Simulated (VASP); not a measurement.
# TaN (Fm-3m) in VASP: notebook

Runs on TaN. Level: LDA. Tasks: single point.

Everything below comes from runs of VASP 6.6.1. Logs are shortened: lines on timing, memory, paths and dates and some standing lists are left out, and cuts for length are marked.

### 1 The cell of the first run

The structure is cubic, space group Fm-3m (No. 225). The conventional cell has a = 4.358 Å, b = 4.358 Å, c = 4.358 Å, α = 90.00°, β = 90.00°, γ = 90.00°. Ta (site symmetry m-3m) has 6 N at 2.18 Å within 2.9 Å. N (site symmetry m-3m) has 6 Ta at 2.18 Å within 2.9 Å.

### 2 Single point, LDA

Input file INCAR:

```
SYSTEM = TaN
ALGO = Normal ; EDIFF = 1E-6
ENCUT = 520 ; GGA = CA
ISIF = 2 ; ISMEAR = 0
LASPH = .TRUE. ; LCHARG = .TRUE.
LELF = .TRUE. ; LREAL = .FALSE.
LVHAR = .TRUE. ; LWAVE = .FALSE.
NBANDS = 15 ; NELM = 100
PREC = Accurate ; SIGMA = 0.1
```

Input file KPOINTS:

```
k-points
0
G
  8 8 8
  0 0 0
```

Input file POSCAR:

```
TaN
1.0
    0.0000000000      2.1790000000      2.1790000000
    2.1790000000      0.0000000000      2.1790000000
    2.1790000000      2.1790000000      0.0000000000
Ta N
1 1
Direct
    0.5000000000      0.5000000000      0.5000000000
    0.0000000000      0.0000000000      0.0000000000
```

Potentials or basis: VASP PAW LDA potentials, release 64 (Ta_pv, N).

Started as:

```
$ cat potpaw_LDA.64/Ta_pv/POTCAR potpaw_LDA.64/N/POTCAR > POTCAR
$ mpirun -np 1 vasp_std > vasp.out
```

OUTCAR:

```text
SYSTEM = TaN
   EDIFF = 1E-6
   ENCUT = 520
   GGA = CA
   ISIF = 2
   ISMEAR = 0
   LASPH = .TRUE.
   LREAL = .FALSE.
   NELM = 100
   PREC = Accurate

 ion  position               nearest neighbor table
   1  0.500  0.500  0.500-   2 2.18   2 2.18   2 2.18   2 2.18   2 2.18   2 2.18
   2  0.000  0.000  0.000-   1 2.18   1 2.18   1 2.18   1 2.18   1 2.18   1 2.18

  LATTYP: Found a face centered cubic cell.
 ALAT       =     4.3580000000

  Lattice vectors:

 A1 = (   0.0000000000,   2.1790000000,   2.1790000000)
 A2 = (   2.1790000000,   0.0000000000,   2.1790000000)
 A3 = (   2.1790000000,   2.1790000000,   0.0000000000)

Analysis of symmetry for initial positions (statically):
=====================================================================
 Subroutine PRICEL returns:
 Original cell was already a primitive cell.

 Routine SETGRP: Setting up the symmetry group for a
 face centered cubic supercell.

 Subroutine GETGRP returns: Found 48 space group operations
 (whereof 48 operations were pure point group operations)
 out of a pool of 48 trial point group operations.

The static configuration has the point symmetry O_h .

Analysis of symmetry for dynamics (positions and initial velocities):
=====================================================================
 Subroutine PRICEL returns:
 Original cell was already a primitive cell.

 Routine SETGRP: Setting up the symmetry group for a
 face centered cubic supercell.

 Subroutine GETGRP returns: Found 48 space group operations
 (whereof 48 operations were pure point group operations)
 out of a pool of 48 trial point group operations.

The dynamic configuration has the point symmetry O_h .

 Subroutine INISYM returns: Found 48 space group operations
 (whereof 48 operations are pure point group operations),
 and found     1 'primitive' translations

----------------------------------------------------------------------------------------

                                     Primitive cell

  volume of cell :      20.6920

  direct lattice vectors                    reciprocal lattice vectors
     0.000000000  2.179000000  2.179000000    -0.229463056  0.229463056  0.229463056
     2.179000000  0.000000000  2.179000000     0.229463056 -0.229463056  0.229463056
     2.179000000  2.179000000  0.000000000     0.229463056  0.229463056 -0.229463056

  length of vectors
     3.081571352  3.081571352  3.081571352     0.397441672  0.397441672  0.397441672

  position of ions in fractional coordinates (direct lattice)
[... 83 lines left out ...]
   IBRION =     -1    ionic relax: 0-MD 1-quasi-New 2-CG
   NFREE  =      0    steps in history (QN), initial steepest desc. (CG)
   ISIF   =      2    stress and relaxation
   ISYM   =      2    0-nonsym 1-usesym 2-fastsym
   POTIM  = 0.5000    time-step for ionic-motion
   TEBEG  =    0.0;   TEEND  =   0.0 temperature during run
   PSTRESS=    0.0 pullay stress
   NELECT =      16.0000    total number of electrons
   NUPDOWN=      -1.0000    fix difference up-down
   EMIN   =  10.00;   EMAX   =-10.00  energy-range for DOS
   EFERMI =   0.00;   METHOD = LEGACY
   ISMEAR =     0;   SIGMA  =   0.10  broadening in eV -4-tet -1-fermi 0-gaus
   EFERMI_NEDOS =   21; number of points for ismear=-14 and -15
   IALGO  =     38    algorithm
   IMIX   =      4    mixing-type and parameters
     AMIX     =   0.40;   BMIX     =  1.00
     AMIX_MAG =   1.60;   BMIX_MAG =  1.00
  volume/ion in A,a.u.               =      10.35        69.82
  Fermi-wavevector in a.u.,A,eV,Ry     =   1.502615  2.839530 30.719922  2.257851
  Thomas-Fermi vector in A             =   2.613832
   LORBIT       =      0    0 simple, 1 ext, 2 COOP (PROOUT), +10 PAW based schemes
   GGA     = CA    functional components
   LHFCALC =     F    Hartree Fock is set to
   AEXX    =    0.0000 exact exchange contribution
   IVDW    =     0    specifies the selected vdW correction
   LEPSILON=     F    determine dielectric tensor
   LRPA    =     F    only Hartree local field effects (RPA)
 non-spin polarized calculation
 Gauss-broadening in eV      SIGMA  =   0.10
  energy-cutoff  :      520.00
  volume of cell :       20.69
 maximum number of plane-waves:       568
   NGX = 11   NGY = 11   NGZ = 11

 number of electron      16.0000001 magnetization

 Free energy of the ion-electron system (eV)
  ---------------------------------------------------
  ext. energy  EPLUGINS =         0.00000000
  ---------------------------------------------------
  free energy    TOTEN  =       -24.12572494 eV

  energy without entropy =      -24.12261692  energy(sigma->0) =      -24.12417093

 E-fermi :   9.7640     XC(G=0): -13.8087

 val. band max:        9.7217992459   @ k =   0.0000   0.0000   0.0000
 cond. band min:       9.9379290855   @ k =  -0.3750   0.2500   0.1250
 fundamental gap:      0.2161298397
 Fermi energy:         9.7639740107

 k-point     1 :       0.0000    0.0000    0.0000
  band No.  band energies     occupation
      1     -25.7866      2.00000
      2     -25.7866      2.00000
      3     -25.7866      2.00000
      4      -9.1136      2.00000
      5       5.8734      2.00000
      6       5.8734      2.00000
      7       5.8734      2.00000
      8       7.5070      2.00000
      9       7.5070      2.00000
     10       7.5070      2.00000
     11       9.7218      1.44912
     12       9.7218      1.44912
     13      11.6859      0.00000
     14      19.2075      0.00000
[... 401 lines left out ...]
      2     -26.1248      2.00000
      3     -25.9619      2.00000
      4      -6.5089      2.00000
      5       0.4191      2.00000
      6       2.5315      2.00000
      7       2.5534      2.00000
      8       9.9379      0.01389
      9      10.4002      0.00000
     10      12.4296      0.00000
     11      15.1492      0.00000
     12      16.2865      0.00000
     13      18.3993      0.00000
     14      20.2738      0.00000
     15      21.2142      0.00000

 [... further k-points ...]
[... 5 lines left out ...]
  --------------------------------------------------------------------------------------
  -------------------------------------------------------------------------------------
  Total       -0.0352361     -0.0352361     -0.0352361      0.0000000     -0.0000000      0.0000000
  in kB       -2.7283267     -2.7283267     -2.7283267      0.0000000     -0.0000000      0.0000000
  external PRESSURE =      -2.7283267 kB  Pullay stress =       0.0000000 kB

 VOLUME and BASIS-vectors are now :
 -----------------------------------------------------------------------------
  energy-cutoff  :      520.00
  volume of cell :       20.69
      direct lattice vectors                 reciprocal lattice vectors
     0.000000000  2.179000000  2.179000000    -0.229463056  0.229463056  0.229463056
     2.179000000  0.000000000  2.179000000     0.229463056 -0.229463056  0.229463056
     2.179000000  2.179000000  0.000000000     0.229463056  0.229463056 -0.229463056

 POSITION                                       TOTAL-FORCE (eV/Angst)
 -----------------------------------------------------------------------------------
      2.17900      2.17900      2.17900         0.000000      0.000000      0.000000
      0.00000      0.00000      0.00000        -0.000000     -0.000000     -0.000000
 -----------------------------------------------------------------------------------
    total drift:                                0.000000     -0.000000     -0.000000

  FREE ENERGIE OF THE ION-ELECTRON SYSTEM (eV)
  ---------------------------------------------------
  free  energy   TOTEN  =       -24.1257249435 eV

  energy  without entropy=      -24.1226169191  energy(sigma->0) =      -24.12417093
```

OSZICAR:

```text
N       E                     dE             d eps       ncg     rms          rms(c)
DAV:   1     0.818363327194E+02    0.81836E+02   -0.89053E+03   870   0.113E+03
DAV:   2    -0.247875085284E+02   -0.10662E+03   -0.10099E+03  1108   0.290E+02
DAV:   3    -0.271300623147E+02   -0.23426E+01   -0.23318E+01   975   0.390E+01
DAV:   4    -0.271375591236E+02   -0.74968E-02   -0.74935E-02  1101   0.251E+00
DAV:   5    -0.271376114736E+02   -0.52350E-04   -0.52349E-04   989   0.180E-01    0.254E+01
DAV:   6    -0.242829732159E+02    0.28546E+01   -0.61127E+00   934   0.264E+01    0.107E+01
DAV:   7    -0.241672182148E+02    0.11576E+00   -0.34967E-01  1059   0.514E+00    0.727E+00
DAV:   8    -0.241303295848E+02    0.36889E-01   -0.14694E-01   884   0.309E+00    0.134E+00
DAV:   9    -0.241259033930E+02    0.44262E-02   -0.11825E-02   912   0.880E-01    0.282E-01
DAV:  10    -0.241257418310E+02    0.16156E-03   -0.60753E-04  1010   0.253E-01    0.887E-02
DAV:  11    -0.241257249438E+02    0.16887E-04   -0.33174E-05   905   0.572E-02    0.152E-02
DAV:  12    -0.241257249435E+02    0.34584E-09   -0.16344E-06   804   0.111E-02
   1 F= -.24125725E+02 E0= -.24124171E+02  d E =-.310802E-02
```

Wall time 4.7 s (1 thread of AMD EPYC 9R45 (Zen 5), shared host); peak memory 0.1 GiB.

Results:

| Item | Value |
| --- | --- |
| Free energy | -24.1257 eV |
| Pressure | -0.3 GPa |
| Band gap on the k mesh | zero (band 8 reaches 11.68 eV, above the bottom of band 9 at 7.51 eV) |

Caveat: spin-orbit coupling is left out, which moves the levels of the heavy elements.

### 3 Single point, LDA

This run uses another cell than the first one, of 10.28 Å³/atom, 0.994 times its volume.

Input file INCAR:

```
ALGO     = Normal         # electronic algorithm
EDIFF    = 1E-6           # SCF threshold, eV
ENCUT    = 520            # plane-wave cutoff, eV
GGA      = CA             # functional
ISIF     = 2              # what is computed and relaxed
ISMEAR   = 0              # smearing method
LASPH    = T              # aspherical terms in the spheres
LCHARG   = T              # write CHGCAR
LELF     = T              # ELF
LREAL    = F              # projectors in reciprocal space
LVHAR    = T            
LWAVE    = F              # write WAVECAR
NBANDS   = 15             # bands
NELM     = 60             # most SCF steps
PREC     = Accurate       # precision mode
SIGMA    = 0.1            # smearing width, eV
```

Input file KPOINTS:

```
k-points
0
Gamma
  16 16 16
```

Input file POSCAR:

```
TaN
1.0
    0.0000000000      2.1743265507      2.1743265507
    2.1743265507      0.0000000000      2.1743265507
    2.1743265507      2.1743265507      0.0000000000
Ta N
1 1
Direct
    0.5000000000      0.5000000000      0.5000000000
    0.0000000000      0.0000000000      0.0000000000
```

Potentials or basis: VASP PAW LDA potentials, release 64 (Ta_pv, N).

Started as:

```
$ cat potpaw_LDA.64/Ta_pv/POTCAR potpaw_LDA.64/N/POTCAR > POTCAR
$ mpirun -np 1 vasp_std > vasp.out
```

OUTCAR:

```text
EDIFF = 1E-6
   ENCUT = 520
   GGA = CA
   ISIF = 2
   ISMEAR = 0
   LASPH = T
   LREAL = F
   NELM = 60
   PREC = Accurate

 ion  position               nearest neighbor table
   1  0.500  0.500  0.500-   2 2.17   2 2.17   2 2.17   2 2.17   2 2.17   2 2.17
   2  0.000  0.000  0.000-   1 2.17   1 2.17   1 2.17   1 2.17   1 2.17   1 2.17

  LATTYP: Found a face centered cubic cell.
 ALAT       =     4.3486531014

  Lattice vectors:

 A1 = (   0.0000000000,   2.1743265507,   2.1743265507)
 A2 = (   2.1743265507,   0.0000000000,   2.1743265507)
 A3 = (   2.1743265507,   2.1743265507,   0.0000000000)

Analysis of symmetry for initial positions (statically):
=====================================================================
 Subroutine PRICEL returns:
 Original cell was already a primitive cell.

 Routine SETGRP: Setting up the symmetry group for a
 face centered cubic supercell.

 Subroutine GETGRP returns: Found 48 space group operations
 (whereof 48 operations were pure point group operations)
 out of a pool of 48 trial point group operations.

The static configuration has the point symmetry O_h .

Analysis of symmetry for dynamics (positions and initial velocities):
[... 166 lines left out ...]
 k-point     1 :       0.0000    0.0000    0.0000
  band No.  band energies     occupation
      1     -25.7054      2.00000
      2     -25.7054      2.00000
      3     -25.7054      2.00000
      4      -9.0945      2.00000
      5       5.9258      2.00000
      6       5.9258      2.00000
      7       5.9258      2.00000
      8       7.5623      2.00000
      9       7.5623      2.00000
     10       7.5623      2.00000
     11       9.7953      0.84473
     12       9.7953      0.84473
     13      11.8184      0.00000
     14      19.2875      0.00000
[... 401 lines left out ...]
      2     -25.7310      2.00000
      3     -25.7076      2.00000
      4      -8.8234      2.00000
      5       4.6865      2.00000
      6       4.9743      2.00000
      7       5.3407      2.00000
      8       7.7439      2.00000
      9       7.9938      2.00000
     10       8.3076      2.00000
     11      10.2740      0.00000
     12      11.1560      0.00000
     13      12.5758      0.00000
     14      20.0848      0.00000
     15      21.2669      0.00000

 [... further k-points ...]
[... 5 lines left out ...]
  --------------------------------------------------------------------------------------
  -------------------------------------------------------------------------------------
  Total        0.2580706      0.2580706      0.2580706      0.0000000      0.0000000      0.0000000
  in kB       20.1115187     20.1115187     20.1115187      0.0000000      0.0000000      0.0000000
  external PRESSURE =      20.1115187 kB  Pullay stress =       0.0000000 kB

 VOLUME and BASIS-vectors are now :
 -----------------------------------------------------------------------------
  energy-cutoff  :      520.00
  volume of cell :       20.56
      direct lattice vectors                 reciprocal lattice vectors
     0.000000000  2.174326551  2.174326551    -0.229956259  0.229956259  0.229956259
     2.174326551  0.000000000  2.174326551     0.229956259 -0.229956259  0.229956259
     2.174326551  2.174326551  0.000000000     0.229956259  0.229956259 -0.229956259

 POSITION                                       TOTAL-FORCE (eV/Angst)
 -----------------------------------------------------------------------------------
      2.17433      2.17433      2.17433         0.000000      0.000000     -0.000000
      0.00000      0.00000      0.00000        -0.000000     -0.000000      0.000000
 -----------------------------------------------------------------------------------
    total drift:                                0.000000     -0.000000     -0.000000

  FREE ENERGIE OF THE ION-ELECTRON SYSTEM (eV)
  ---------------------------------------------------
  free  energy   TOTEN  =       -24.1475718355 eV

  energy  without entropy=      -24.1420604117  energy(sigma->0) =      -24.14481612
```

OSZICAR:

```text
N       E                     dE             d eps       ncg     rms          rms(c)
DAV:   1     0.853577985577E+02    0.85358E+02   -0.87360E+03  4358   0.113E+03
DAV:   2    -0.247194159612E+02   -0.11008E+03   -0.10416E+03  5351   0.297E+02
DAV:   3    -0.271718748454E+02   -0.24525E+01   -0.24370E+01  4938   0.404E+01
DAV:   4    -0.271800279377E+02   -0.81531E-02   -0.81486E-02  5604   0.256E+00
DAV:   5    -0.271800815273E+02   -0.53590E-04   -0.53584E-04  4973   0.180E-01    0.257E+01
DAV:   6    -0.242961988941E+02    0.28839E+01   -0.58683E+00  4694   0.264E+01    0.109E+01
DAV:   7    -0.241887926821E+02    0.10741E+00   -0.37849E-01  5288   0.518E+00    0.734E+00
DAV:   8    -0.241520200096E+02    0.36773E-01   -0.14715E-01  4581   0.308E+00    0.135E+00
DAV:   9    -0.241477738319E+02    0.42462E-02   -0.11843E-02  4602   0.875E-01    0.284E-01
DAV:  10    -0.241475965445E+02    0.17729E-03   -0.48947E-04  5092   0.261E-01    0.929E-02
DAV:  11    -0.241475722077E+02    0.24337E-04   -0.53016E-05  4686   0.720E-02    0.169E-02
DAV:  12    -0.241475718355E+02    0.37222E-06   -0.30385E-06  4574   0.151E-02
   1 F= -.24147572E+02 E0= -.24144816E+02  d E =-.551142E-02
```

It took 18 s on 1 thread of AMD EPYC 9R45 (Zen 5), shared host; peak memory 0.13 GiB.

What came out:

```yaml
Free_energy: -24.1476 eV
Pressure: 2.0 GPa
Band_gap_on_the_k_mesh: zero (band 8 reaches 11.78 eV, above the bottom of band 9 at 7.56 eV)
```

Levels at points of the mesh, in eV from the Fermi level:
```
           k point  band 6  band 7  band 8  band 9  band 10  band 11
(0.00, 0.00, 0.00)   -3.86   -3.86   -2.22   -2.22    -2.22     0.01
(0.50, 0.00, 0.00)   -7.81   -7.81    1.99    1.99     2.11     4.07
(0.50, 0.50, 0.00)   -5.70   -4.63   -4.63    2.17     3.73     3.73
```

Caveat: spin-orbit coupling is left out, which moves the levels of the heavy elements.
